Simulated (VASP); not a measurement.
**Al2Ru: single point with r2SCAN**

Al2Ru:

```xyz
6
Lattice="3.0594 0.0000 0.0000 0.0000 3.0594 0.0000 0.0000 0.0000 8.5909" Properties=species:S:1:pos:R:3 pbc="T T T"
Al    1.5297    1.5297    1.3544
Al    0.0000    0.0000    2.9411
Al    0.0000    0.0000    5.6498
Al    1.5297    1.5297    7.2365
Ru    0.0000    0.0000    0.0000
Ru    1.5297    1.5297    4.2955
```

This cell differs from its parent crystal: biaxial strain in the a-b plane: -2.0 %, then relaxed in part.

```yaml
Program: VASP 6.6.1
Task: single point
Functional: r2SCAN
Potentials_or_basis: VASP PAW PBE potentials, release 64 (Al, Ru_pv)
Cutoff: 520 eV
k_mesh: 12 × 12 × 4
Occupations: gaussian, width 0.1 eV
Spin: no spin polarisation
Dipole_correction: no
Further_INCAR_settings: ALGO = Normal; EDIFF = 1e-06; NBANDS = 29
```

```json
{"Pressure": "4.8 GPa", "Largest force": "0.016 eV/Å"}
```

Forces on the atoms (eV/Å):
```
Al   0.000  0.000  0.016
Al   0.000  0.000 -0.016
Al   0.000  0.000  0.016
Al   0.000  0.000 -0.016
Ru   0.000  0.000  0.000
Ru   0.000  0.000  0.000
```

Stress tensor (GPa, compression positive):
```
 7.32  0.00  0.00
 0.00  7.32  0.00
 0.00  0.00 -0.16
```

Levels at points of the mesh, in eV from the Fermi level:
| k point | band 18 | band 19 | band 20 | band 21 | band 22 | band 23 |
| --- | --- | --- | --- | --- | --- | --- |
| (0.00, 0.00, 0.00) | -1.83 | -1.10 | -1.08 | 2.16 | 3.72 | 3.72 |
| (0.50, 0.00, 0.00) | -2.87 | -1.65 | -1.65 | 0.64 | 0.64 | 2.88 |
| (0.50, 0.50, 0.00) | -1.21 | -0.50 | -0.50 | 0.53 | 0.53 | 1.74 |
| (0.00, 0.00, 0.50) | -2.03 | -1.09 | -1.09 | 3.86 | 3.86 | 4.63 |
| (0.50, 0.00, 0.50) | -2.87 | -1.65 | -1.65 | 0.72 | 0.72 | 3.06 |
| (0.50, 0.50, 0.50) | -2.04 | -0.56 | -0.56 | 0.53 | 0.53 | 1.52 |

Wall time 13 min on 1 thread of Intel Xeon 8259CL, on a shared host, peak memory 0.3 GiB.

Caveat: the cell differs from its parent crystal (biaxial strain in the a-b plane: -2.0 %, then relaxed in part); the cell stands under pressure; the PAW data sets were made with another functional, which shifts forces and pressure a little.
